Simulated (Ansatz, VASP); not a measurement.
MgO: VASP beside Ansatz

```xyz
2
Lattice="0.0000 2.1684 2.1684 2.1684 0.0000 2.1684 2.1684 2.1684 0.0000" Properties=species:S:1:pos:R:3 pbc="T T T"
Mg    0.0000    0.0000    0.0000
O     2.1684    2.1684    2.1684
```

Alike in both runs: task single point; functional PBE; k mesh 8 × 8 × 8; no spin polarisation.

|  | VASP | Ansatz |
| --- | --- | --- |
| version | VASP 6.6.1 | Ansatz 0.2.0 |
| potentials or method | VASP PAW PBE potentials, release 64 (Mg, O) | plane waves, PAW |
| plane-wave cutoff (eV) | 520 | 420 |
| occupations | gaussian, width 0.01 eV | fixed |
| valence electrons in the cell | 8 | 16 |

|  | VASP | Ansatz | Ansatz less VASP |
| --- | --- | --- | --- |
| gap on the k mesh at the Fermi level (eV) | 3.92 | 3.94 | +0.020 |
| pressure (GPa) | -8.4 | -7.7 | +0.74 |

VASP's potentials hold 8 valence electrons a cell and Ansatz's 16, so a difference there can come from the potentials and not from the codes.
